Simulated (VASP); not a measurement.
Wanted: the native input for a VASP 6.6.1 run.

| Item | Value |
| --- | --- |
| Task | single point |
| Functional | PBE |
| Potentials or basis | VASP PAW PBE potentials, release 64 (Hg, Te) |
| Cutoff | 520 eV |
| k mesh | 7 × 7 × 7 |
| Occupations | fermi-dirac, width 0.05 eV |
| Spin | no spin polarisation |
| Dipole correction | no |
| Further INCAR settings | ALGO = Normal; EDIFF = 1e-07; NBANDS = 16 |

The structure of HgTe (Coloradoite) lies in POSCAR:

```
HgTe
1.0
    0.0000000000      3.2696498147      3.2696498147
    3.2696498147      0.0000000000      3.2696498147
    3.2696498147      3.2696498147      0.0000000000
Hg Te
1 1
Direct
    0.0000000000      0.0000000000      0.0000000000
    0.7500000000      0.7500000000      0.7500000000
```

The input as run:

INCAR

```
SYSTEM = HgTe
PREC = Accurate
ENCUT = 520
EDIFF = 1E-7
ISMEAR = -1
SIGMA = 0.05
LREAL = .False.
LASPH = .True.
NELM = 60
ALGO = Normal
ISIF = 2
LWAVE = .False.
LCHARG = .False.
GGA = PE
NBANDS = 16
```

KPOINTS

```
Automatic mesh
0
Gamma
  7 7 7
  0 0 0
```

Potentials or basis: VASP PAW PBE potentials, release 64 (Hg, Te).

Launch:

```bash
$ cat potpaw_PBE.64/Hg/POTCAR potpaw_PBE.64/Te/POTCAR > POTCAR
$ mpirun -np 1 vasp_std > vasp.out
```

Results of the run:

```
Pressure               : 2.1 GPa
Band gap on the k mesh : zero (filled and empty bands touch)
```

Caveat: spin-orbit coupling is left out, which moves the levels of the heavy elements.

It took 44 s on 1 thread of Intel(R) Xeon(R) Platinum 8488C (Sapphire Rapids) (shared host), peak memory 0.21 GiB.
